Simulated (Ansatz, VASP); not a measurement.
## One calculation of AlP, two programs

File INCAR:

```
ALGO     = Normal         # electronic algorithm
EDIFF    = 1E-7           # SCF threshold, eV
EDIFFG   = -0.002         # ionic threshold
ENCUT    = 500            # plane-wave cutoff, eV
GGA      = PE             # functional
GGA_COMPAT= False        
IBRION   = 2              # ionic algorithm
ISIF     = 3              # what is computed and relaxed
ISMEAR   = 0              # smearing method
LASPH    = True           # aspherical terms in the spheres
LCHARG   = False          # write CHGCAR
LREAL    = False          # projectors in reciprocal space
LWAVE    = False          # write WAVECAR
NELM     = 120            # most SCF steps
NELMIN   = 4            
NSW      = 100            # ionic steps
PREC     = Accurate       # precision mode
SIGMA    = 0.02           # smearing width, eV
```

KPOINTS

```
k-points
0
Gamma
  8 8 8
```

File POSCAR:

```
AlP
1.0
    0.0000000000      2.7320000000      2.7320000000
    2.7320000000      0.0000000000      2.7320000000
    2.7320000000      2.7320000000      0.0000000000
Al P
1 1
Direct
    0.0000000000      0.0000000000      0.0000000000
    0.2500000000      0.2500000000      0.2500000000
```

Input for Ansatz:

```yaml
crystal:
  lattice:
    - [0.0, 2.732, 2.732]
    - [2.732, 0.0, 2.732]
    - [2.732, 2.732, 0.0]
  atoms:
    - { symbol: Al, position: [0.0, 0.0, 0.0] }
    - { symbol: P, position: [0.25, 0.25, 0.25] }
basis:
  ecutwfc: 420
kpoints:
  mp_grid: { grid: [8, 8, 8] }
hamiltonian:
  xc: pbe
  pseudopotentials: { kind: paw, azcp: { folder: soft_1 } }
scf:
  occupations: { method: gaussian, width: 0.02 }
output:
  forces: true
  stress: true
  eigenvalues: true
relax:
  adjacent_minimum: "off"
  f_tol: 0.002
  max_steps: 80
  cell: { stress_tol: 0.02 }
```

Alike in both runs: task relaxation of cell and atoms; functional PBE; k mesh 8 × 8 × 8; occupations gaussian, width 0.02 eV; no spin polarisation.

```csv
,VASP,Ansatz
version,VASP 6.6.1,Ansatz 0.2.0
potentials or method,"VASP PAW PBE potentials, release 64 (Al, P), cutoff 500 eV","scalar-relativistic, plane waves, PAW"
valence electrons in the cell,8,8
```

|  | VASP | Ansatz | Ansatz less VASP |
| --- | --- | --- | --- |
| gap on the k mesh at the Fermi level, each at its own relaxed structure (eV) | 1.63 | 1.63 | +0.003 |
| relaxed volume (Å³/atom) | 20.86 | 20.88 | +0.020 |
| relaxed cell length with the largest relative difference (Å) | 3.893 | 3.894 | +0.0013 |
